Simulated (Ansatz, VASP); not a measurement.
One calculation of Bi2Se3, two programs

```
Bi Se
1.0
     2.13332    1.23167    9.41592
    -2.13332    1.23167    9.41592
     0.00000   -2.46334    9.41592
Bi Se
2 3
Direct
  0.39993 0.39993 0.39993
  0.60007 0.60007 0.60007
  0.21384 0.21384 0.21384
  0.78616 0.78616 0.78616
  0.00000 0.00000 0.00000
```

Change from the starting cell: epitaxial_xy strain +3.0%.

Alike in both runs: task single point; functional PBE; k mesh 8 × 8 × 8; occupations fermi-dirac, width 0.02 eV; no spin polarisation.

```csv
,VASP,Ansatz
version,VASP 6.6.1,Ansatz 0.2.0
potentials or method,"VASP PAW PBE potentials, release 64 (Bi_d, Se)","plane waves, PAW"
plane-wave cutoff (eV),520,420
valence electrons in the cell,48,78
```

```tsv
	VASP	Ansatz	Ansatz less VASP
pressure (GPa)	0.5	0.5	-0.01
traceless stress, the component that is largest in VASP (GPa)	1.38	1.38	+0.004
rms of the force components (eV/Å)	0.067	0.062	-0.0046
```

Atom by atom the forces differ by 0.005 eV/Å (rms over components). The functional is the same, so the differences come from potentials, cutoffs and numerics. VASP's potentials hold 48 valence electrons a cell and Ansatz's 78, so a difference there can come from the potentials and not from the codes.

Neither program's run includes spin-orbit coupling.
